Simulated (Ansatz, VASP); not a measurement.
## Rb: VASP beside Ansatz

INCAR

```
ALGO = Fast
EDIFF = 1E-6
ENCUT = 520
GGA = PE
ISIF = 2
ISMEAR = -1
LASPH = T
LCHARG = F
LREAL = F
LWAVE = F
NBANDS = 16
NELM = 80
PREC = Accurate
SIGMA = 0.05
```

File KPOINTS:

```
k-points
0
Gamma
  8 8 8
```

Contents of POSCAR:

```
Rb
1.0
   -2.3947433466      2.3947433466      8.5448869893
    2.3947433466     -2.3947433466      8.5448869893
    2.3947433466      2.3947433466     -8.5448869893
Rb
2
Direct
    0.5000000000      0.5000000000      0.0000000000
    0.2500000000      0.7500000000      0.5000000000
```

File input.yaml:

```yaml
crystal:
  lattice:
    - [-2.3947433466, 2.3947433466, 8.5448869893]
    - [2.3947433466, -2.3947433466, 8.5448869893]
    - [2.3947433466, 2.3947433466, -8.5448869893]
  atoms:
    - { symbol: Rb, position: [0.5, 0.5, 0.0] }
    - { symbol: Rb, position: [0.25, 0.75, 0.5] }
hamiltonian:
  xc: pbe
  pseudopotentials: { kind: paw }
kpoints:
  mp_grid: { grid: [8, 8, 8] }
scf:
  occupations: { method: fermi_dirac, width: 0.05 }
output:
  forces: true
  stress: true
  eigenvalues: true
  write_density: true
  write_potential: true
  elf: true
  volumetric_format: npy
```

Alike in both runs: task single point; functional PBE; k mesh 8 × 8 × 8; occupations fermi-dirac, width 0.05 eV; no spin polarisation.

|  | VASP | Ansatz |
| --- | --- | --- |
| version | VASP 6.6.1 | Ansatz 0.2.0 |
| potentials or method | VASP PAW PBE potentials, release 64 (Rb_sv) | Ansatz PAW |
| plane-wave cutoff (eV) | 520 | 420 |
| valence electrons in the cell | 18 | 18 |

|  | VASP | Ansatz | Ansatz less VASP |
| --- | --- | --- | --- |
| gap on the k mesh at the Fermi level (eV) | none | none | - |
| pressure (GPa) | 0.0 | 0.0 | 0.00 |

A gap of «none» marks a metal or a gap that the smearing closes.
